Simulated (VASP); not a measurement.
A run of VASP 6.6.1 is set up as follows.

The input INCAR:

```
SYSTEM = KBaYB6O12
ALGO = Normal
EDIFF = 1E-6
ENCUT = 520
GGA = PS
ISIF = 2
ISMEAR = -1
LASPH = .True.
LCHARG = .False.
LREAL = Auto
LWAVE = .False.
NBANDS = 76
NELM = 60
PREC = Accurate
SIGMA = 0.05
```

Contents of KPOINTS:

```
k-points
0
Gamma
  2 2 2
  0 0 0
```

Contents of POSCAR:

```
KBaYB6O12
1.0
    3.6215000000      2.0908740000      5.9797560000
   -3.6215000000      2.0908740000      5.9797560000
    0.0000000000     -4.1817480000      5.9797560000
K Ba Y B O
1 1 1 6 12
Direct
    0.2915647796      0.2391279440      0.1713426103
    0.8049128777      0.7646809296      0.7707357981
   -0.0064317193      0.0091695509      0.0037841737
    0.2398261882      0.3606877096      0.6474801675
    0.3934754167      0.6088005582      0.2551164672
    0.6182032819      0.2269565609      0.4049078857
    0.6950312162      0.6984828247      0.3689993459
    0.6328571064      0.4219500237      0.7494638135
    0.3169886152      0.7648417147      0.6669868460
    0.3593506463      0.7729085643      0.0698299717
    0.7945414545      0.0376175279      0.3638764412
    0.0704125345      0.3264942686      0.8511708776
    0.6987351872      0.2179399366      0.8924622390
    0.1173188245      0.9121552183      0.7122859889
    0.8415338627      0.7457724379      0.1640360619
    0.4564792866      0.1823111242      0.6131001345
    0.2065330005      0.5748610413      0.4781724020
    0.6023748179      0.4394312863      0.2455875620
    0.4617227463      0.7959488957      0.4431000952
    0.7860539271      0.4886357302      0.5516390424
    0.4052582573      0.5678152088      0.8126682933
```

Potentials or basis: VASP PAW PBE potentials, release 64 (K_sv, Ba_sv, Y_sv, B, O).

The run is started by

```bash
$ cat potpaw_PBE.64/K_sv/POTCAR potpaw_PBE.64/Ba_sv/POTCAR potpaw_PBE.64/Y_sv/POTCAR potpaw_PBE.64/B/POTCAR potpaw_PBE.64/O/POTCAR > POTCAR
$ mpirun -np 1 vasp_std > vasp.out
```

(1) Estimate the largest force.

(2) What does it give for the pressure?

Answers

(1) 4.164 eV/Å.

(2) 1.5 GPa.

Caveat: the k points lie up to 0.53 Å⁻¹ apart; the PAW data sets were made with another functional, which shifts forces and pressure a little.
